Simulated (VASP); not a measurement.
# Al (P6_3/mmc) in VASP: notebook, part 2 of 2

VASP 6.6.1. Earlier steps stand in the parts before.

**4. Single point, PBE+D3(BJ)**

This run uses another cell than the first one, of 14.73 Å³/atom.

Input file INCAR:

```
SYSTEM = Al
ALGO     = Normal         ! electronic algorithm
EDIFF    = 1E-7           ! SCF threshold, eV
ENCUT    = 520            ! plane-wave cutoff, eV
GGA      = PE             ! functional
ISIF     = 2              ! what is computed and relaxed
ISMEAR   = 0              ! smearing method
IVDW     = 12             ! dispersion correction
LASPH    = .True.         ! aspherical terms in the spheres
LCHARG   = .False.        ! write CHGCAR
LREAL    = .False.        ! projectors in reciprocal space
LWAVE    = .False.        ! write WAVECAR
NBANDS   = 14             ! bands
NELM     = 80             ! most SCF steps
PREC     = Accurate       ! precision mode
SIGMA    = 0.15           ! smearing width, eV
```

Input file KPOINTS:

```
k-points
0
Gamma
  18 18 4
  0 0 0
```

Input file POSCAR:

```
Al
1.0
    2.6568000000      0.0000000000      0.0000000000
   -1.3284000000      2.3008562928      0.0000000000
    0.0000000000      0.0000000000      9.6403000000
Al
4
Direct
    0.0000000000      0.0000000000      0.0000000000
    0.3333333333      0.6666666667      0.2500000000
    0.0000000000      0.0000000000      0.5000000000
    0.6666666667      0.3333333333      0.7500000000
```

Potentials or basis: VASP PAW PBE potentials, release 64 (Al).

The run is started by

```bash
> cat potpaw_PBE.64/Al/POTCAR > POTCAR
> mpirun -np 1 vasp_std > vasp.out
```

OUTCAR:

```text
SYSTEM = Al
   EDIFF = 1E-7
   ENCUT = 520
   GGA = PE
   ISIF = 2
   ISMEAR = 0
   IVDW = 12
   LASPH = .True.
   LREAL = .False.
   NELM = 80
   PREC = Accurate
 IVDW          = 12

 ion  position               nearest neighbor table
   1  0.000  0.000  0.000-   2 2.86   4 2.86   4 2.86   2 2.86   4 2.86   2 2.86
   2  0.333  0.667  0.250-   1 2.86   3 2.86   1 2.86   3 2.86   1 2.86   3 2.86
   3  0.000  0.000  0.500-   2 2.86   4 2.86   4 2.86   2 2.86   4 2.86   2 2.86
   4  0.667  0.333  0.750-   1 2.86   3 2.86   1 2.86   3 2.86   1 2.86   3 2.86

  LATTYP: Found a hexagonal cell.
 ALAT       =     2.6568000000
 C/A-ratio  =     3.6285380909

  Lattice vectors:

 A1 = (   2.6568000000,   0.0000000000,   0.0000000000)
 A2 = (  -1.3284000000,   2.3008562928,   0.0000000000)
 A3 = (   0.0000000000,   0.0000000000,   9.6403000000)

Analysis of symmetry for initial positions (statically):
=====================================================================
 Subroutine PRICEL returns:
 Original cell was already a primitive cell.

 Routine SETGRP: Setting up the symmetry group for a
 hexagonal supercell.

 Subroutine GETGRP returns: Found 24 space group operations
 (whereof 12 operations were pure point group operations)
 out of a pool of 24 trial point group operations.

The static configuration has the point symmetry D_3d.
 The point group associated with its full space group is D_6h.

Analysis of symmetry for dynamics (positions and initial velocities):
=====================================================================
 Subroutine PRICEL returns:
 Original cell was already a primitive cell.

 Routine SETGRP: Setting up the symmetry group for a
 hexagonal supercell.

 Subroutine GETGRP returns: Found 24 space group operations
 (whereof 12 operations were pure point group operations)
 out of a pool of 24 trial point group operations.

The dynamic configuration has the point symmetry D_3d.
 The point group associated with its full space group is D_6h.

[... 134 lines left out ...]
 Gauss-broadening in eV      SIGMA  =   0.15
  energy-cutoff  :      520.00
  volume of cell :       58.93
 maximum number of plane-waves:      1624
 NGX is ok and might be reduce to    20
   NGX =  9   NGY =  9   NGZ = 35

 number of electron      12.0000000 magnetization

 Free energy of the ion-electron system (eV)
  ---------------------------------------------------
  ext. energy  EPLUGINS =         0.00000000
  ---------------------------------------------------
  free energy    TOTEN  =       -14.53817897 eV

  energy without entropy =      -14.52230138  energy(sigma->0) =      -14.53024018

 E-fermi :   9.1662     XC(G=0): -10.6077

 val. band max:        9.1510386588   @ k =   0.3333   0.2778   0.0000
 cond. band min:       9.2240904440   @ k =   0.2778   0.1667   0.2500
 fundamental gap:      0.0730517852
 Fermi energy:         9.1662178399

 k-point     1 :       0.0000    0.0000    0.0000
  band No.  band energies     occupation
      1      -2.7157      2.00000
      2      -1.1371      2.00000
      3      -1.1340      2.00000
      4       3.3736      2.00000
      5       3.6334      2.00000
      6      10.9379      0.00000
      7      10.9431      0.00000
      8      20.0189      0.00000
      9      21.3688      0.00000
     10      22.3172      0.00000
     11      22.3172      0.00000
     12      22.4777      0.00000
     13      22.4777      0.00000
     14      23.0719      0.00000
[... 377 lines left out ...]
      1       2.9153      2.00000
      2       4.3797      2.00000
      3       4.3927      2.00000
      4       5.7927      2.00000
      5       7.3437      2.00000
      6       7.4432      2.00000
      7       9.0520      1.71842
      8       9.1241      1.30844
      9      11.4753      0.00000
     10      11.9428      0.00000
     11      13.6944      0.00000
     12      14.3736      0.00000
     13      14.9123      0.00000
     14      16.6103      0.00000

 [... further k-points ...]

------------------------ aborting loop because EDIFF is reached ----------------------------------------

 Edisp (eV)   -1.51474

 E8    (eV) :    -0.6789

  FORCE on cell =-STRESS in cart. coord.  units (eV):
  Direction    XX          YY          ZZ          XY          YZ          ZX
  --------------------------------------------------------------------------------------
  -------------------------------------------------------------------------------------
  Total       4.95444     4.95444     0.12220    -0.00000     0.00000    -0.00000
  in kB     134.69957   134.69957     3.32230    -0.00000     0.00000    -0.00000
  external pressure =       90.91 kB  Pullay stress =        0.00 kB

 VOLUME and BASIS-vectors are now :
 -----------------------------------------------------------------------------
  energy-cutoff  :      520.00
  volume of cell :       58.93
      direct lattice vectors                 reciprocal lattice vectors
     2.656800000  0.000000000  0.000000000     0.376392653  0.217310399  0.000000000
    -1.328400000  2.300856293  0.000000000     0.000000000  0.434620799  0.000000000
     0.000000000  0.000000000  9.640300000     0.000000000  0.000000000  0.103731212

 POSITION                                       TOTAL-FORCE (eV/Angst)
 -----------------------------------------------------------------------------------
      0.00000      0.00000      0.00000        -0.000000     -0.000000      0.000000
     -0.00000      1.53390      2.41007         0.000000      0.000000     -0.000000
      0.00000      0.00000      4.82015        -0.000000     -0.000000      0.000000
      1.32840      0.76695      7.23022        -0.000000     -0.000000      0.000000
 -----------------------------------------------------------------------------------
    total drift:                               -0.000000      0.000000     -0.000000

  FREE ENERGIE OF THE ION-ELECTRON SYSTEM (eV)
  ---------------------------------------------------
  free  energy   TOTEN  =       -16.0529201098 eV

  energy  without entropy=      -16.0370425257  energy(sigma->0) =      -16.04498132
```

stdout:

```text
POSCAR found type information on POSCAR Al
 POSCAR found :  1 types and       4 ions
 scaLAPACK will be used
 LDA part: xc-table for (Slater+PW92), standard interpolation
 POSCAR, INCAR and KPOINTS ok, starting setup
 FFT: planning ... GRIDC
 FFT: planning ... GRID_SOFT
 FFT: planning ... GRID
 WAVECAR not read
 entering main loop
```

Run time: 96 s. Hardware: 1 thread of Intel Xeon 8259CL, shared host; peak memory 0.22 GiB.

Results:

```yaml
Free_energy: -16.0529 eV
Pressure: 9.1 GPa
Band_gap_on_the_k_mesh: zero (bands 6 and 7 overlap by 4.20 eV)
Dispersion_energy_per_atom: -0.379 eV
```

Caveat: the stress differs along the axes, from 0 to 13 GPa.

**5. Single point, PBE+D3(BJ)**

This run uses another cell than the first one, of 14.89 Å³/atom.

Input file INCAR:

```
ALGO = Fast
EDIFF = 1E-7
ENCUT = 520
GGA = PE
ISIF = 2
ISMEAR = 0
IVDW = 12
LASPH = True
LCHARG = True
LELF = True
LREAL = False
LVHAR = True
LWAVE = False
NBANDS = 14
NELM = 60
PREC = Accurate
SIGMA = 0.15
```

Input file KPOINTS:

```
k-points
0
Gamma
  18 18 4
```

Input file POSCAR:

```
Al
1.0
    2.8538000000      0.0000000000      0.0000000000
   -1.4269000000      2.4714632973      0.0000000000
    0.0000000000      0.0000000000      8.4426000000
Al
4
Direct
    0.0000000000      0.0000000000      0.0000000000
    0.3333333333      0.6666666667      0.2500000000
    0.0000000000      0.0000000000      0.5000000000
    0.6666666667      0.3333333333      0.7500000000
```

The run is started by

```bash
> cat potpaw_PBE.64/Al/POTCAR > POTCAR
> mpirun -np 1 vasp_std > vasp.out
```

Wall time 2 min (1 thread of Intel Xeon 8259CL, shared host); peak memory 0.23 GiB.

It converged, with:

* Free energy: -16.1033 eV
* Pressure: 7.4 GPa
* Band gap on the k mesh: zero (bands 6 and 7 overlap by 7.61 eV)
* Dispersion energy per atom: -0.374 eV

Stress tensor (GPa, compression positive):
```
 3.26  0.00  0.00
 0.00  3.26  0.00
 0.00  0.00 15.83
```

Levels at points of the mesh, in eV from the Fermi level:
```
           k point  band 4  band 5  band 6  band 7  band 8  band 9
(0.00, 0.00, 0.00)   -4.29   -3.17    5.73    5.78    9.92    9.92
(0.50, 0.00, 0.00)   -4.22   -3.62   -3.49    1.05    1.49    2.52
(0.00, 0.00, 0.50)   -7.24    0.66    0.66   10.31   10.31   10.31
(0.50, 0.00, 0.50)   -5.36   -1.82   -1.82   -1.07   -1.07    5.30
```

Caveat: the stress differs along the axes, from 3 to 16 GPa.

**6. Overview**

```csv
cell,gap on the mesh (eV),pressure (GPa)
"a = 2.972, b = 2.972, c = 7.644 Å, angles 90.0, 90.0, 120.0°, 4 atoms",none,15.5
"a = 2.775, b = 2.775, c = 8.842 Å, angles 90.0, 90.0, 120.0°, 4 atoms",none,7.3
"a = 2.657, b = 2.657, c = 9.640 Å, angles 90.0, 90.0, 120.0°, 4 atoms",none,9.1
"a = 2.854, b = 2.854, c = 8.443 Å, angles 90.0, 90.0, 120.0°, 4 atoms",none,7.4
```

Alike in all rows: task single point; level PBE+D3(BJ); potentials or basis VASP PAW PBE potentials, release 64 (Al); no spin polarisation; k mesh 18 × 18 × 4; cutoff (eV) 520; smearing gaussian 0.15 eV.

Caveats: the stress differs along the axes, from 8 to 31 GPa (at least some runs); the cell stands under pressure (at least some runs); the stress differs along the axes, from 0 to 13 GPa (at least some runs); the stress differs along the axes, from 3 to 16 GPa (at least some runs).

Total energies depend on the potentials used, so only differences within one code and one set of settings carry meaning.

The gap in the log of VASP goes by the Fermi energy; the results here count the filled bands.